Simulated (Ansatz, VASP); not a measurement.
# KTaO3: VASP beside Ansatz

Contents of INCAR:

```
SYSTEM = KTaO3
PREC     = Accurate       ! precision mode
ENCUT    = 520            ! plane-wave cutoff, eV
EDIFF    = 1E-7           ! SCF threshold, eV
ISMEAR   = 0              ! smearing method
SIGMA    = 0.05           ! smearing width, eV
LREAL    = .False.        ! projectors in reciprocal space
LASPH    = .True.         ! aspherical terms in the spheres
NELM     = 60             ! most SCF steps
ALGO     = Normal         ! electronic algorithm
ISIF     = 2              ! what is computed and relaxed
LWAVE    = .False.        ! write WAVECAR
LCHARG   = .False.        ! write CHGCAR
GGA      = PE             ! functional
NBANDS   = 27             ! bands
```

Contents of KPOINTS:

```
regular mesh
0
Gamma
  8 8 8
  0 0 0
```

File POSCAR:

```
KTaO3
1.0
    3.9704065976      0.0000000000      0.0000000000
    0.0000000000      3.9704065976      0.0000000000
    0.0000000000      0.0000000000      3.9704065976
K Ta O
1 1 3
Direct
    0.5000000000      0.5000000000      0.5000000000
    0.0000000000      0.0000000000      0.0000000000
    0.5000000000      0.0000000000      0.0000000000
    0.0000000000      0.5000000000      0.0000000000
    0.0000000000      0.0000000000      0.5000000000
```

Input for Ansatz:

```yaml
crystal:
  lattice:
    - [3.9704065976, 0.0, 0.0]
    - [0.0, 3.9704065976, 0.0]
    - [0.0, 0.0, 3.9704065976]
  atoms:
    - { symbol: K, position: [0.5, 0.5, 0.5] }
    - { symbol: Ta, position: [0.0, 0.0, 0.0] }
    - { symbol: O, position: [0.5, 0.0, 0.0] }
    - { symbol: O, position: [0.0, 0.5, 0.0] }
    - { symbol: O, position: [0.0, 0.0, 0.5] }
basis:
  ecutwfc: 520.0
kpoints:
  mp_grid: { grid: [8, 8, 8] }
hamiltonian:
  xc: pbe
scf:
  occupations: { method: gaussian, width: 0.05 }
output:
  forces: true
  stress: true
  eigenvalues: true
```

Alike in both runs: task single point; functional PBE; k mesh 8 × 8 × 8; occupations gaussian, width 0.05 eV; no spin polarisation.

```csv
,VASP,Ansatz
version,VASP 6.6.1,Ansatz 0.2.0
potentials or method,"VASP PAW PBE potentials, release 64 (K_sv, Ta_pv, O), cutoff 520 eV","scalar-relativistic, plane waves, PAW"
valence electrons in the cell,38,40
```

Ansatz gave:

```
gap on the k mesh at the Fermi level (eV) : 2.25
least direct gap on the mesh (eV)         : 2.86
pressure (GPa)                            : 8.4
```

Task: Which values does VASP return?

Result: gap on the k mesh at the Fermi level (eV): 2.21; least direct gap on the mesh (eV): 2.82; pressure (GPa): 9.1.

VASP's potentials hold 38 valence electrons a cell and Ansatz's 40, so a difference there can come from the potentials and not from the codes.

Spin-orbit coupling is off throughout.
